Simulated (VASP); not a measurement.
# Ta (Im-3m) in VASP: further runs

The runs below take Ta through single point, relaxation of cell and atoms, with PBE.

All numbers are computed with VASP 6.6.1; they aren't measurements. Logs are shortened: lines on timing, memory, paths and dates and some standing lists are left out, and cuts for length are marked.

## (1) The cell of the first run

Symmetry: Im-3m, No. 229, cubic system. Conventional cell: a = 3.319 Å, b = 3.319 Å, c = 3.319 Å, α = 90.00°, β = 90.00°, γ = 90.00°. Ta (site symmetry m-3m) has 14 Ta at 2.87 to 3.32 Å within 3.8 Å.

## (2) Single point, PBE

INCAR

```
SYSTEM = Ta
PREC     = Accurate       ! precision mode
ENCUT    = 520            ! plane-wave cutoff, eV
EDIFF    = 1E-6           ! SCF threshold, eV
ISMEAR   = 0              ! smearing method
SIGMA    = 0.1            ! smearing width, eV
LREAL    = .False.        ! projectors in reciprocal space
LASPH    = .True.         ! aspherical terms in the spheres
NELM     = 60             ! most SCF steps
ALGO     = Fast           ! electronic algorithm
ISIF     = 2              ! what is computed and relaxed
LWAVE    = .False.        ! write WAVECAR
LCHARG   = .False.        ! write CHGCAR
GGA      = PE             ! functional
NBANDS   = 12             ! bands
```

KPOINTS

```
regular mesh
0
Gamma
  24 24 24
  0 0 0
```

POSCAR

```
Ta
1.0
   -1.6594517396      1.6594517396      1.6594517396
    1.6594517396     -1.6594517396      1.6594517396
    1.6594517396      1.6594517396     -1.6594517396
Ta
1
Direct
    0.0000000000      0.0000000000      0.0000000000
```

Potentials or basis: VASP PAW PBE potentials, release 64 (Ta_pv).

The run is started by

```
> cat potpaw_PBE.64/Ta_pv/POTCAR > POTCAR
> mpirun -np 1 vasp_std > vasp.out
```

OUTCAR:

```text
SYSTEM = Ta
   PREC = Accurate
   ENCUT = 520
   EDIFF = 1E-6
   ISMEAR = 0
   LREAL = .False.
   LASPH = .True.
   NELM = 60
   ISIF = 2
   GGA = PE

 ion  position               nearest neighbor table
   1  0.000  0.000  0.000-

  LATTYP: Found a body centered cubic cell.
 ALAT       =     3.3189034792

  Lattice vectors:

 A1 = (  -1.6594517396,   1.6594517396,   1.6594517396)
 A2 = (   1.6594517396,  -1.6594517396,   1.6594517396)
 A3 = (   1.6594517396,   1.6594517396,  -1.6594517396)

Analysis of symmetry for initial positions (statically):
=====================================================================
 Subroutine PRICEL returns:
 Original cell was already a primitive cell.

 Routine SETGRP: Setting up the symmetry group for a
 body centered cubic supercell.

 Subroutine GETGRP returns: Found 48 space group operations
 (whereof 48 operations were pure point group operations)
 out of a pool of 48 trial point group operations.

The static configuration has the point symmetry O_h .

Analysis of symmetry for dynamics (positions and initial velocities):
=====================================================================
 Subroutine PRICEL returns:
 Original cell was already a primitive cell.

 Routine SETGRP: Setting up the symmetry group for a
 body centered cubic supercell.

 Subroutine GETGRP returns: Found 48 space group operations
 (whereof 48 operations were pure point group operations)
 out of a pool of 48 trial point group operations.

The dynamic configuration has the point symmetry O_h .

 Subroutine INISYM returns: Found 48 space group operations
 (whereof 48 operations are pure point group operations),
 and found     1 'primitive' translations

----------------------------------------------------------------------------------------

                                     Primitive cell

  volume of cell :      18.2791

  direct lattice vectors                    reciprocal lattice vectors
    -1.659451740  1.659451740  1.659451740     0.000000000  0.301304333  0.301304333
     1.659451740 -1.659451740  1.659451740     0.301304333  0.000000000  0.301304333
     1.659451740  1.659451740 -1.659451740     0.301304333  0.301304333  0.000000000

  length of vectors
     2.874254726  2.874254726  2.874254726     0.426108675  0.426108675  0.426108675

  position of ions in fractional coordinates (direct lattice)
     0.000000000  0.000000000  0.000000000

  ion indices of the primitive-cell ions
   primitive index   ion index
                 1           1

----------------------------------------------------------------------------------------

 KPOINTS: regular mesh

Automatic generation of k-mesh.
 Grid dimensions read from file:
 generate k-points for:   24   24   24

 Generating k-lattice:

  Cartesian coordinates                     Fractional coordinates (reciprocal lattice)
     0.000000000  0.012554347  0.012554347     0.041666667  0.000000000  0.000000000
     0.012554347  0.000000000  0.012554347     0.000000000  0.041666667  0.000000000
     0.012554347  0.012554347  0.000000000     0.000000000  0.000000000  0.041666667

  Length of vectors
     0.017754528  0.017754528  0.017754528

  Shift w.r.t. Gamma in fractional coordinates (k-lattice)
     0.000000000  0.000000000  0.000000000

 Subroutine IBZKPT returns following result:
 ===========================================

 Found    413 irreducible k-points:

 Following reciprocal coordinates:
            Coordinates               Weight
  0.000000  0.000000  0.000000      1.000000
  0.041667  0.000000  0.000000     12.000000
  0.083333  0.000000  0.000000     12.000000
  0.125000  0.000000  0.000000     12.000000
  0.166667  0.000000  0.000000     12.000000
  0.208333  0.000000  0.000000     12.000000
[... 16 lines left out ...]
  0.416667  0.041667  0.000000     48.000000
  0.458333  0.041667  0.000000     48.000000
 [... further k-points ...]
   k-points           NKPTS =    413   k-points in BZ     NKDIM =    413   number of bands    NBANDS=     12
   number of dos      NEDOS =    301   number of ions     NIONS =      1
   total plane-waves  NPLWV =  13824
   dimension x,y,z NGX =    24 NGY =   24 NGZ =   24
   dimension x,y,z NGXF=    48 NGYF=   48 NGZF=   48
   ions per type =               1
   NGX,Y,Z   is equivalent  to a cutoff of  13.88, 13.88, 13.88 a.u.
   NGXF,Y,Z  is equivalent  to a cutoff of  27.76, 27.76, 27.76 a.u.
 SYSTEM =  Ta
   PREC   = accura    normal or accurate (medium, high low for compatibility)
   ISTART =      0    job   : 0-new  1-cont  2-samecut
   ICHARG =      2    charge: 1-file 2-atom 10-const
   ISPIN  =      1    spin polarized calculation?
   LNONCOLLINEAR =      F non collinear calculations
   LSORBIT =      F    spin-orbit coupling
   LASPH  =      T    aspherical Exc in radial PAW
   ENCUT  =  520.0 eV  38.22 Ry    6.18 a.u.   5.34  5.34  5.34*2*pi/ulx,y,z
   NELM   =     60;   NELMIN=  2; NELMDL= -5     # of ELM steps
   EDIFF  = 0.1E-05   stopping-criterion for ELM
   LREAL  =      F    real-space projection
   EDIFFG = 0.1E-04   stopping-criterion for IOM
   NSW    =      0    number of steps for IOM
   IBRION =     -1    ionic relax: 0-MD 1-quasi-New 2-CG
   NFREE  =      0    steps in history (QN), initial steepest desc. (CG)
   ISIF   =      2    stress and relaxation
   ISYM   =      2    0-nonsym 1-usesym 2-fastsym
   POTIM  = 0.5000    time-step for ionic-motion
   TEBEG  =    0.0;   TEEND  =   0.0 temperature during run
   PSTRESS=    0.0 pullay stress
   NELECT =      11.0000    total number of electrons
   NUPDOWN=      -1.0000    fix difference up-down
   EMIN   =  10.00;   EMAX   =-10.00  energy-range for DOS
   EFERMI =   0.00;   METHOD = LEGACY
   ISMEAR =     0;   SIGMA  =   0.10  broadening in eV -4-tet -1-fermi 0-gaus
   EFERMI_NEDOS =   21; number of points for ismear=-14 and -15
   IALGO  =     68    algorithm
   IMIX   =      4    mixing-type and parameters
     AMIX     =   0.40;   BMIX     =  1.00
     AMIX_MAG =   1.60;   BMIX_MAG =  1.00
  volume/ion in A,a.u.               =      18.28       123.35
  Fermi-wavevector in a.u.,A,eV,Ry     =   1.382148  2.611880 25.991646  1.910332
  Thomas-Fermi vector in A             =   2.506866
   LORBIT       =      0    0 simple, 1 ext, 2 COOP (PROOUT), +10 PAW based schemes
   GGA     = PE    functional components
   LHFCALC =     F    Hartree Fock is set to
   AEXX    =    0.0000 exact exchange contribution
   IVDW    =     0    specifies the selected vdW correction
   LEPSILON=     F    determine dielectric tensor
   LRPA    =     F    only Hartree local field effects (RPA)
 non-spin polarized calculation
 RMM-DIIS sequential band-by-band and
 Gauss-broadening in eV      SIGMA  =   0.10
  energy-cutoff  :      520.00
  volume of cell :       18.28
 maximum number of plane-waves:       531
 NGX is ok and might be reduce to    24
   NGX = 11   NGY = 11   NGZ = 11

 number of electron      11.0000001 magnetization

 Free energy of the ion-electron system (eV)
  ---------------------------------------------------
  ext. energy  EPLUGINS =         0.00000000
  ---------------------------------------------------
  free energy    TOTEN  =       -11.81567041 eV

  energy without entropy =      -11.80897391  energy(sigma->0) =      -11.81232216

 E-fermi :   5.3596     XC(G=0): -12.5429

 val. band max:        5.3541682865   @ k =   0.3333   0.0000   0.0000
 cond. band min:       5.3597085307   @ k =  -0.4583   0.4583   0.1250
 fundamental gap:      0.0055402441
 Fermi energy:         5.3596297806

 k-point     1 :       0.0000    0.0000    0.0000
  band No.  band energies     occupation
      1     -27.7638      2.00000
      2     -27.7638      2.00000
      3     -27.7638      2.00000
      4      -2.4919      2.00000
      5       6.1013      0.00000
      6       6.1013      0.00000
      7       6.1013      0.00000
      8       9.3223      0.00000
      9       9.3223      0.00000
     10      20.3089      0.00000
     11      20.3089      0.00000
     12      20.3089      0.00000

 k-point     2 :       0.0417    0.0000    0.0000
  band No.  band energies     occupation
      1     -27.7845      2.00000
      2     -27.7701      2.00000
      3     -27.7638      2.00000
      4      -2.4151      2.00000
      5       6.0511      0.00000
      6       6.0881      0.00000
      7       6.1761      0.00000
      8       9.2375      0.00000
      9       9.3224      0.00000
     10      20.3791      0.00000
     11      20.4437      0.00000
     12      20.5135      0.00000

 k-point     3 :       0.0833    0.0000    0.0000
  band No.  band energies     occupation
      1     -27.8448      2.00000
      2     -27.7888      2.00000
      3     -27.7642      2.00000
      4      -2.1892      2.00000
      5       5.9072      0.00000
      6       6.0378      0.00000
      7       6.3990      0.00000
      8       9.0281      0.00000
      9       9.3246      0.00000
     10      20.5717      0.00000
     11      20.8404      0.00000
     12      21.0728      0.00000
[... 286 lines left out ...]
 k-point    23 :       0.4167    0.0417    0.0000
  band No.  band energies     occupation
      1     -28.8366      2.00000
      2     -28.1180      2.00000
      3     -27.7780      2.00000
      4       1.0995      2.00000
      5       3.9462      2.00000
      6       6.3837      0.00000
      7       9.2215      0.00000
      8      10.1665      0.00000
      9      12.5730      0.00000
     10      17.2107      0.00000
     11      17.6634      0.00000
     12      20.0207      0.00000

 k-point    24 :       0.4583    0.0417    0.0000
  band No.  band energies     occupation
      1     -28.8708      2.00000
      2     -28.1303      2.00000
      3     -27.7783      2.00000
      4       1.1121      2.00000
      5       3.8875      2.00000
      6       6.7315      0.00000
      7       9.1734      0.00000
      8      10.2497      0.00000
      9      13.0250      0.00000
     10      16.8160      0.00000
     11      17.4010      0.00000
     12      21.9769      0.00000

 [... further k-points ...]

------------------------ aborting loop because EDIFF is reached ----------------------------------------

  FORCE on cell =-STRESS in cart. coord.  units (eV):
  Direction    XX          YY          ZZ          XY          YZ          ZX
  --------------------------------------------------------------------------------------
  -------------------------------------------------------------------------------------
  Total        0.0123206      0.0123206      0.0123206      0.0000000     -0.0000000      0.0000000
  in kB        1.0799090      1.0799090      1.0799090      0.0000000     -0.0000000      0.0000000
  external PRESSURE =       1.0799090 kB  Pullay stress =       0.0000000 kB

 VOLUME and BASIS-vectors are now :
 -----------------------------------------------------------------------------
  energy-cutoff  :      520.00
  volume of cell :       18.28
      direct lattice vectors                 reciprocal lattice vectors
    -1.659451740  1.659451740  1.659451740     0.000000000  0.301304333  0.301304333
     1.659451740 -1.659451740  1.659451740     0.301304333  0.000000000  0.301304333
     1.659451740  1.659451740 -1.659451740     0.301304333  0.301304333  0.000000000

 POSITION                                       TOTAL-FORCE (eV/Angst)
 -----------------------------------------------------------------------------------
      0.00000      0.00000      0.00000        -0.000000      0.000000      0.000000
 -----------------------------------------------------------------------------------
    total drift:                                0.000000      0.000000      0.000000

  FREE ENERGIE OF THE ION-ELECTRON SYSTEM (eV)
  ---------------------------------------------------
  free  energy   TOTEN  =       -11.8156704139 eV

  energy  without entropy=      -11.8089739118  energy(sigma->0) =      -11.81232216
```

Wall time 71 s (1 thread of Intel Xeon Platinum 8488C (Sapphire Rapids), shared host); peak memory 0.21 GiB.

What came out:

```yaml
Free_energy: -11.8157 eV
Pressure: 0.1 GPa
```

Levels at points of the mesh, in eV from the Fermi level:
| k point | band 3 | band 4 | band 5 | band 6 | band 7 | band 8 | band 9 | band 10 |
| --- | --- | --- | --- | --- | --- | --- | --- | --- |
| (0.00, 0.00, 0.00) | -33.12 | -7.85 | 0.74 | 0.74 | 0.74 | 3.96 | 3.96 | 14.95 |
| (0.50, 0.00, 0.00) | -33.13 | -4.30 | -1.49 | 1.53 | 3.84 | 4.84 | 7.66 | 11.50 |
| (0.50, 0.50, 0.50) | -33.90 | -3.71 | -3.71 | 6.72 | 6.72 | 6.72 | 8.53 | 8.53 |

Caveat: spin-orbit coupling is left out, which moves the levels of the heavy elements.

## (3) Relaxation of cell and atoms, PBE

This run uses another cell than the first one, of 18.22 Å³/atom, 0.997 times its volume.

INCAR

```
SYSTEM = Ta
PREC = Accurate ; ENCUT = 600
EDIFF = 1E-6 ; ISMEAR = 0
SIGMA = 0.1 ; LREAL = .False.
LASPH = .True. ; NELM = 60
ALGO = Normal ; ISIF = 3
LWAVE = .False. ; LCHARG = .False.
GGA = PE ; IBRION = 2
NSW = 100 ; EDIFFG = -0.01
```

KPOINTS is that of step 2.

POSCAR

```
Ta
1.0
   -1.6577055218      1.6577055218      1.6577055218
    1.6577055218     -1.6577055218      1.6577055218
    1.6577055218      1.6577055218     -1.6577055218
Ta
1
Direct
    0.0000000000      0.0000000000      0.0000000000
```

Potentials or basis: VASP PAW PBE potentials, release 64 (Ta_pv).

The run is started by

```
> cat potpaw_PBE.64/Ta_pv/POTCAR > POTCAR
> mpirun -np 1 vasp_std > vasp.out
```

It took 93 s on 1 thread of Intel Xeon Platinum 8488C (Sapphire Rapids), shared host; peak memory 0.22 GiB.

Results (log left out):

```
Free energy                            : -11.8159 eV
Relaxed volume                         : 18.29 Å³/atom
Relaxed cell                           : a = 2.875 Å, b = 2.875 Å, c = 2.875 Å, α = 109.47°, β = 109.47°, γ = 109.47°
Space group after relaxing (to 0.05 Å) : Im-3m (No. 229)
Energy gained by relaxing              : 0.2 meV/atom
Ionic steps                            : 3
Pressure after relaxing                : 0.0 GPa
```

Step by step:
```
step  energy change (eV)  largest force (eV/Å)  pressure (GPa)  volume (Å³)
   1              0.0000                0.0000            0.74        18.22
   2              0.0006                0.0000           -1.62        18.44
   3             -0.0002                0.0000            0.01        18.29
```

Final structure:
```
Ta
1.0
    -1.65976    1.65976    1.65976
     1.65976   -1.65976    1.65976
     1.65976    1.65976   -1.65976
Ta
1
Direct
  0.00000 0.00000 0.00000
```

Levels at points of the mesh, in eV from the Fermi level:
```
           k point  band 4  band 5  band 6  band 7  band 8  band 9
(0.00, 0.00, 0.00)   -7.85    0.74    0.74    0.74    3.96    3.96
(0.50, 0.00, 0.00)   -4.30   -1.49    1.53    3.83    4.84    7.66
(0.50, 0.50, 0.50)   -3.70   -3.70    6.72    6.72    6.72    8.52
```

Caveat: spin-orbit coupling is left out, which moves the levels of the heavy elements.
